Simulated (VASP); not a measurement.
The system is HfO2.

```
CELL_PARAMETERS angstrom
5.04883 0.00000 0.00000
0.00000 5.11561 0.00000
-0.84706 0.00000 5.14340
ATOMIC_POSITIONS crystal
Hf 0.27550 0.46030 0.70800
Hf 0.72450 0.96030 0.79200
Hf 0.72450 0.53970 0.29200
Hf 0.27550 0.03970 0.20800
O 0.07420 0.16840 0.84670
O 0.92580 0.66840 0.65330
O 0.92580 0.83160 0.15330
O 0.07420 0.33160 0.34670
O 0.44870 0.74190 0.98010
O 0.55130 0.24190 0.51990
O 0.55130 0.25810 0.01990
O 0.44870 0.75810 0.48010
```

Base run:

```yaml
Program: VASP 6.6.1
Functional: r2SCAN
Potentials_or_basis: VASP PAW PBE potentials, release 64 (Hf_pv, O)
Cutoff: 520 eV
k_mesh: 5 × 5 × 5
Occupations: fermi-dirac, width 0.05 eV
Spin: no spin polarisation
```

Its results: band gap on the k mesh 4.82 eV (least direct gap 4.88 eV); pressure 8.0 GPa; largest force 0.559 eV/Å.

Task: The run is repeated on the same cell with these changes: functional from r2SCAN to PBE exchange alone; further incar settings from ALGO = Normal; EDIFF = 1e-06; NBANDS = 56 to ALGO = Normal; EDIFF = 1e-07; NBANDS = 56. What comes out?

Result: Band gap on the k mesh 4.42 eV (least direct gap 4.47 eV); pressure 35.8 GPa; largest force 0.746 eV/Å.

Caveats: the cell stands under pressure; spin-orbit coupling is left out, which moves the levels of the heavy elements; an odd mesh through Γ misses points on the zone boundary, where band edges can lie; the PAW data sets were made with another functional, which shifts forces and pressure a little (at least some runs).
